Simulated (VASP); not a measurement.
Wanted: the native input for a VASP 6.6.1 run.

```
Task                   : relaxation of cell and atoms
Functional             : PBE
Potentials or basis    : VASP PAW PBE potentials, release 64 (Sn_d)
Cutoff                 : 600 eV
k mesh                 : 16 × 16 × 16
Occupations            : gaussian, width 0.1 eV
Spin                   : no spin polarisation
Dipole correction      : no
Further INCAR settings : ALGO = Normal; EDIFF = 1e-06; IBRION = 2; EDIFFG = -0.01; NSW = 80; ISIF = 3
```

The structure of Sn lies in POSCAR:

```
Sn
1.0
    0.0000000000      2.4106568747      2.4106568747
    2.4106568747      0.0000000000      2.4106568747
    2.4106568747      2.4106568747      0.0000000000
Sn
1
Direct
    0.0000000000      0.0000000000      0.0000000000
```

This isn't the form of Sn at room conditions, which is tetragonal (white tin).

One way to write it, as run:

INCAR

```
SYSTEM = Sn
  PREC = Accurate
  ENCUT = 600
  EDIFF = 1E-6
  ISMEAR = 0
  SIGMA = 0.1
  LREAL = .FALSE.
  LASPH = .TRUE.
  NELM = 60
  ALGO = Normal
  ISIF = 3
  LWAVE = .FALSE.
  LCHARG = .FALSE.
  GGA = PE
  IBRION = 2
  NSW = 80
  EDIFFG = -0.01
```

KPOINTS

```
Automatic mesh
0
G
  16 16 16
  0 0 0
```

Potentials or basis: VASP PAW PBE potentials, release 64 (Sn_d).

Launch:

```bash
$ cat potpaw_PBE.64/Sn_d/POTCAR > POTCAR
$ mpirun -np 1 vasp_std > vasp.out
```

Results of the run:

The pressure after relaxing is 0.0 GPa and the band gap on the k mesh is zero (bands 7 and 8 overlap by 9.36 eV).

Caveat: the relaxation stopped at its first step, so nothing moved; spin-orbit coupling is left out, which moves the levels of the heavy elements.

It took 22 s on 1 thread of AMD EPYC 9R45 96-Core Processor (Zen 5), with other jobs on the host, peak memory 0.16 GiB.
